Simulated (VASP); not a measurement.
Runs of VASP 6.6.1 on B. The structure is that of space group R-3m (No. 166), or close to it. The cells are those of the table. 

| task | level | cell | cutoff (eV) | gap on the mesh (eV) | pressure (GPa) | relaxed volume (Å³/atom) | largest force (eV/Å) |
| --- | --- | --- | --- | --- | --- | --- | --- |
| relaxation of cell and atoms | PBE | relaxed from a = 5.057 Å, angles 58.1°, 12 atoms | 600 | 1.46 | 0.0 | 7.24 | 0.01 |
| single point | PBEsol | a = 5.028 Å, angles 58.0°, 12 atoms | 520 | 1.35 | 0.4 | - | 0.03 |
| relaxation of cell and atoms | PBEsol | relaxed from a = 5.057 Å, angles 58.1°, 12 atoms | 600 | 1.35 | 0.0 | (b) | 0.01 |
| single point | r2SCAN | a = 5.039 Å, angles 58.2°, 12 atoms | 520 | 1.64 | 0.3 | - | 0.02 |
| single point | PBE | a = 5.048 Å, angles 58.0°, 12 atoms | 520 | (a) | 0.1 | - | 0.01 |

Alike in all rows: potentials or basis VASP PAW PBE potentials, release 64 (B); no spin polarisation; k mesh 7 × 7 × 7; smearing fermi-dirac 0.01 eV.

Problem. Estimate the missing entries.

Solution. (a) 1.47; (b) 7.16.

Caveats: the PAW data sets were made with another functional, which shifts forces and pressure a little (some runs).

A k mesh can miss the band edges.
